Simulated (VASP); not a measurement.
# As (R-3m) in VASP: a series of runs

The runs below take As through electric field gradients, with r2SCAN, PBE.

Program: VASP 6.6.1. These are calculated values, not measurements. Logs are shortened: lines on timing, memory, paths and dates and some standing lists are left out, and cuts for length are marked.

### 1 The cell of the first run

It takes space group R-3m (No. 166, trigonal). The conventional cell has a = 3.759 Å, b = 3.759 Å, c = 10.457 Å, α = 90.00°, β = 90.00°, γ = 120.00°. Within 3.3 Å of As (site symmetry 3m) lie 6 As at 2.53 to 3.08 Å.

### 2 Electric field gradients, r2SCAN

The input, POSCAR:

```
As
1.0
    1.8797494575      1.0852738553      3.4857700000
   -1.8797494575      1.0852738553      3.4857700000
    0.0000000000     -2.1705477106      3.4857700000
As
2
Direct
    0.2288025045      0.2288025045      0.2288025045
    0.7711974955      0.7711974955      0.7711974955
```

The input, INCAR.step1:

```
SYSTEM = As
ALGO = Normal
EDIFF = 1E-4
ENCUT = 520
GGA = PE
ISMEAR = -1
LASPH = .True.
LCHARG = .False.
LREAL = .False.
LWAVE = .True.
NBANDS = 12
NELM = 100
PREC = Accurate
SIGMA = 0.05
```

The input, INCAR.step2:

```
SYSTEM = As
ALGO = Normal
EDIFF = 1E-8
ENCUT = 520
ISIF = 2
ISMEAR = -1
ISTART = 1
LASPH = .True.
LCHARG = .False.
LEFG = .True.
LMIXTAU = .True.
LREAL = .False.
LWAVE = .False.
METAGGA = R2SCAN
NBANDS = 12
NELM = 100
PREC = Accurate
SIGMA = 0.05
```

The input, KPOINTS:

```
k-points
0
Gamma
  11 11 11
  0 0 0
```

Potentials or basis: VASP PAW PBE potentials, release 64 (As).

Started as:

```console
$ cat potpaw_PBE.64/As/POTCAR > POTCAR
$ cp INCAR.step1 INCAR
$ mpirun -np 1 vasp_std > vasp.out
$ cp INCAR.step2 INCAR
$ mpirun -np 1 vasp_std > vasp.out
```

OUTCAR:

```text
SYSTEM = As
   EDIFF = 1E-8
   ENCUT = 520
   ISIF = 2
   ISMEAR = -1
   ISTART = 1
   LASPH = .True.
   LREAL = .False.
   METAGGA = R2SCAN
   NELM = 100
   PREC = Accurate

 ion  position               nearest neighbor table
   1  0.229  0.229  0.229-   2 2.53   2 2.53   2 2.53
   2  0.771  0.771  0.771-   1 2.53   1 2.53   1 2.53

  LATTYP: Found a trigonal (rhomboedric) cell.
 ALAT       =     4.1063207202
 COS(alpha) =     0.5808936906

  Lattice vectors:

 A1 = (   1.8797494575,   1.0852738553,   3.4857700000)
 A2 = (  -1.8797494575,   1.0852738553,   3.4857700000)
 A3 = (   0.0000000000,  -2.1705477106,   3.4857700000)

Analysis of symmetry for initial positions (statically):
=====================================================================
 Subroutine PRICEL returns:
 Original cell was already a primitive cell.

 Routine SETGRP: Setting up the symmetry group for a
 trigonal (rhombohedral) supercell.

 Subroutine GETGRP returns: Found 12 space group operations
 (whereof 12 operations were pure point group operations)
 out of a pool of 12 trial point group operations.

The static configuration has the point symmetry D_3d.

Analysis of symmetry for dynamics (positions and initial velocities):
=====================================================================
 Subroutine PRICEL returns:
 Original cell was already a primitive cell.

 Routine SETGRP: Setting up the symmetry group for a
 trigonal (rhombohedral) supercell.

 Subroutine GETGRP returns: Found 12 space group operations
 (whereof 12 operations were pure point group operations)
 out of a pool of 12 trial point group operations.

The dynamic configuration has the point symmetry D_3d.

 Subroutine INISYM returns: Found 12 space group operations
 (whereof 12 operations are pure point group operations),
 and found     1 'primitive' translations

----------------------------------------------------------------------------------------

                                     Primitive cell

  volume of cell :      42.6667

  direct lattice vectors                    reciprocal lattice vectors
     1.879749457  1.085273855  3.485770000     0.265992895  0.153571070  0.095626887
    -1.879749457  1.085273855  3.485770000    -0.265992895  0.153571070  0.095626887
     0.000000000 -2.170547711  3.485770000     0.000000000 -0.307142139  0.095626887

  length of vectors
     4.106320720  4.106320720  4.106320720     0.321684310  0.321684310  0.321684310

  position of ions in fractional coordinates (direct lattice)
     0.228802505  0.228802505  0.228802505
     0.771197495  0.771197495  0.771197495

  ion indices of the primitive-cell ions
   primitive index   ion index
                 1           1
                 2           2

----------------------------------------------------------------------------------------

 KPOINTS: k-points

Automatic generation of k-mesh.
 Grid dimensions read from file:
 generate k-points for:   11   11   11

 Generating k-lattice:

  Cartesian coordinates                     Fractional coordinates (reciprocal lattice)
     0.024181172  0.013961006  0.008693353     0.090909091 -0.000000000 -0.000000000
    -0.024181172  0.013961006  0.008693353    -0.000000000  0.090909091 -0.000000000
     0.000000000 -0.027922013  0.008693353    -0.000000000 -0.000000000  0.090909091

  Length of vectors
     0.029244028  0.029244028  0.029244028

  Shift w.r.t. Gamma in fractional coordinates (k-lattice)
     0.000000000  0.000000000  0.000000000

 Subroutine IBZKPT returns following result:
 ===========================================

 Found    146 irreducible k-points:

 Following reciprocal coordinates:
            Coordinates               Weight
  0.000000  0.000000  0.000000      1.000000
  0.090909  0.000000  0.000000      6.000000
  0.181818  0.000000  0.000000      6.000000
  0.272727  0.000000  0.000000      6.000000
  0.363636  0.000000  0.000000      6.000000
  0.454545  0.000000  0.000000      6.000000
[... 16 lines left out ...]
 -0.272727  0.181818 -0.000000     12.000000
 -0.181818  0.181818  0.000000      6.000000
 [... further k-points ...]
   k-points           NKPTS =    146   k-points in BZ     NKDIM =    146   number of bands    NBANDS=     12
   number of dos      NEDOS =    301   number of ions     NIONS =      2
   total plane-waves  NPLWV =  32768
   dimension x,y,z NGX =    32 NGY =   32 NGZ =   32
   dimension x,y,z NGXF=    64 NGYF=   64 NGZF=   64
   ions per type =               2
   NGX,Y,Z   is equivalent  to a cutoff of  12.96, 12.96, 12.96 a.u.
   NGXF,Y,Z  is equivalent  to a cutoff of  25.91, 25.91, 25.91 a.u.
 SYSTEM =  As
   PREC   = accura    normal or accurate (medium, high low for compatibility)
   ISTART =      1    job   : 0-new  1-cont  2-samecut
   ICHARG =      0    charge: 1-file 2-atom 10-const
   ISPIN  =      1    spin polarized calculation?
   LNONCOLLINEAR =      F non collinear calculations
   LSORBIT =      F    spin-orbit coupling
   LASPH  =      T    aspherical Exc in radial PAW
   ENCUT  =  520.0 eV  38.22 Ry    6.18 a.u.   7.64  7.64  7.64*2*pi/ulx,y,z
   NELM   =    100;   NELMIN=  2; NELMDL=  0     # of ELM steps
   EDIFF  = 0.1E-07   stopping-criterion for ELM
   LREAL  =      F    real-space projection
   EDIFFG = 0.1E-06   stopping-criterion for IOM
   NSW    =      0    number of steps for IOM
   IBRION =     -1    ionic relax: 0-MD 1-quasi-New 2-CG
   NFREE  =      0    steps in history (QN), initial steepest desc. (CG)
   ISIF   =      2    stress and relaxation
   ISYM   =      2    0-nonsym 1-usesym 2-fastsym
   POTIM  = 0.5000    time-step for ionic-motion
   TEBEG  =    0.0;   TEEND  =   0.0 temperature during run
   PSTRESS=    0.0 pullay stress
   NELECT =      10.0000    total number of electrons
   NUPDOWN=      -1.0000    fix difference up-down
   EMIN   =  10.00;   EMAX   =-10.00  energy-range for DOS
   EFERMI =   0.00;   METHOD = LEGACY
   ISMEAR =    -1;   SIGMA  =   0.05  broadening in eV -4-tet -1-fermi 0-gaus
   EFERMI_NEDOS =   21; number of points for ismear=-14 and -15
   IALGO  =     38    algorithm
   IMIX   =      4    mixing-type and parameters
     AMIX     =   0.40;   BMIX     =  1.00
     AMIX_MAG =   1.60;   BMIX_MAG =  1.00
  volume/ion in A,a.u.               =      21.33       143.96
  Fermi-wavevector in a.u.,A,eV,Ry     =   1.009358  1.907409 13.861654  1.018803
  Thomas-Fermi vector in A             =   2.142281
   LORBIT       =      0    0 simple, 1 ext, 2 COOP (PROOUT), +10 PAW based schemes
   METAGGA = R2SCAN    functional components
   LHFCALC =     F    Hartree Fock is set to
   AEXX    =    0.0000 exact exchange contribution
   IVDW    =     0    specifies the selected vdW correction
   LEPSILON=     F    determine dielectric tensor
   LRPA    =     F    only Hartree local field effects (RPA)
 non-spin polarized calculation
  energy-cutoff  :      520.00
  volume of cell :       42.67
 maximum number of plane-waves:      1162
   NGX = 15   NGY = 15   NGZ = 15

 number of electron       9.9999999 magnetization

 number of electron      10.0000000 magnetization

 Free energy of the ion-electron system (eV)
  ---------------------------------------------------
  ext. energy  EPLUGINS =         0.00000000
  ---------------------------------------------------
  free energy    TOTEN  =       -29.37334434 eV

  energy without entropy =      -29.37222090  energy(sigma->0) =      -29.37278262

 E-fermi :   5.6306     XC(G=0): -10.4652

 val. band max:        5.5719815796   @ k =   0.3636   0.2727   0.2727
 cond. band min:       5.6543048625   @ k =   0.4545   0.0909   0.0909
 fundamental gap:      0.0823232829
 Fermi energy:         5.6306378248

 k-point     1 :       0.0000    0.0000    0.0000
  band No.  band energies     occupation
      1     -10.3213      2.00000
      2      -0.4724      2.00000
      3       2.6292      2.00000
      4       3.2679      2.00000
      5       3.2679      2.00000
      6       7.4750      0.00000
      7       8.5431      0.00000
      8       8.5431      0.00000
      9      12.6118      0.00000
     10      12.6118      0.00000
     11      13.0103      0.00000
     12      14.5347      0.00000
[... 331 lines left out ...]
 k-point    24 :      -0.1818    0.1818    0.0000
  band No.  band energies     occupation
      1      -9.0529      2.00000
      2      -3.4912      2.00000
      3       1.2341      2.00000
      4       3.4729      2.00000
      5       3.5209      2.00000
      6       6.2125      0.00002
      7       6.7290      0.00000
      8       9.3331      0.00000
      9      11.1948      0.00000
     10      13.4949      0.00000
     11      16.0312      0.00000
     12      16.1800      0.00000

 [... further k-points ...]
[... 5 lines left out ...]
  --------------------------------------------------------------------------------------
  -------------------------------------------------------------------------------------
  Total        0.3634623      0.3634623      0.1841197      0.0000000     -0.0000000      0.0000000
  in kB       13.6483680     13.6483680      6.9138740      0.0000000     -0.0000000      0.0000000
  external PRESSURE =      11.4035367 kB  Pullay stress =       0.0000000 kB

 VOLUME and BASIS-vectors are now :
 -----------------------------------------------------------------------------
  energy-cutoff  :      520.00
  volume of cell :       42.67
      direct lattice vectors                 reciprocal lattice vectors
     1.879749457  1.085273855  3.485770000     0.265992895  0.153571070  0.095626887
    -1.879749457  1.085273855  3.485770000    -0.265992895  0.153571070  0.095626887
     0.000000000 -2.170547711  3.485770000     0.000000000 -0.307142139  0.095626887

 POSITION                                       TOTAL-FORCE (eV/Angst)
 -----------------------------------------------------------------------------------
      0.00000      0.00000      2.39266         0.000000      0.000000     -0.260909
      0.00000      0.00000      8.06465         0.000000      0.000000      0.260909
 -----------------------------------------------------------------------------------
    total drift:                                0.000000     -0.000000      0.000000

  FREE ENERGIE OF THE ION-ELECTRON SYSTEM (eV)
  ---------------------------------------------------
  free  energy   TOTEN  =       -29.3733443406 eV

  energy  without entropy=      -29.3722208965  energy(sigma->0) =      -29.37278262

 Electric field gradients (V/A^2)
---------------------------------------------------------------------
 ion       V_xx      V_yy      V_zz      V_xy      V_xz      V_yz
---------------------------------------------------------------------
   1      26.228    26.228   -52.455     0.000     0.000    -0.000
   2      26.228    26.228   -52.455     0.000     0.000    -0.000
---------------------------------------------------------------------

 Electric field gradients after diagonalization (V/A^2)
 (convention: |V_zz| > |V_xx| > |V_yy|)
----------------------------------------------------------------------
 ion       V_xx      V_yy      V_zz     asymmetry (V_yy - V_xx)/ V_zz
----------------------------------------------------------------------
   1      26.228    26.228   -52.455       0.000
   2      26.228    26.228   -52.455       0.000
----------------------------------------------------------------------

           NMR quadrupolar parameters

 Cq : quadrupolar parameter    Cq=e*Q*V_zz/h
 eta: asymmetry parameters     (V_yy - V_xx)/ V_zz
 Q  : nuclear electric quadrupole moment in mb (millibarn)
----------------------------------------------------------------------
 ion       Cq(MHz)       eta       Q (mb)
----------------------------------------------------------------------
   1      -0.127       0.000       1.000
   2      -0.127       0.000       1.000
----------------------------------------------------------------------
```

Wall time 2.5 min (1 thread of Intel Xeon Platinum 8488C (Sapphire Rapids), shared host); peak memory 0.22 GiB.

Results:

```
Free energy            : -29.3733 eV
Pressure               : 1.1 GPa
Largest force          : 0.261 eV/Å
Band gap on the k mesh : zero (band 5 reaches 5.78 eV, above the bottom of band 6 at 5.47 eV)
```

Forces on the atoms (eV/Å):
```
As   0.000  0.000 -0.261
As   0.000  0.000  0.261
```

Stress tensor (GPa, compression positive):
```
1.36 0.00 0.00
0.00 1.36 0.00
0.00 0.00 0.69
```

Electric field gradients, principal values (V/Å²):
| atom | least | middle | greatest (by size) |
| --- | --- | --- | --- |
| 1 As | 26.228 | 26.228 | -52.455 |
| 2 As | 26.228 | 26.228 | -52.455 |

Caveat: without QUAD_EFG the Cq values of the log hold for a quadrupole moment of 1 mb, not for the nuclei; the PAW data sets were made with another functional, which shifts forces and pressure a little.

[end of part 1 of 2]
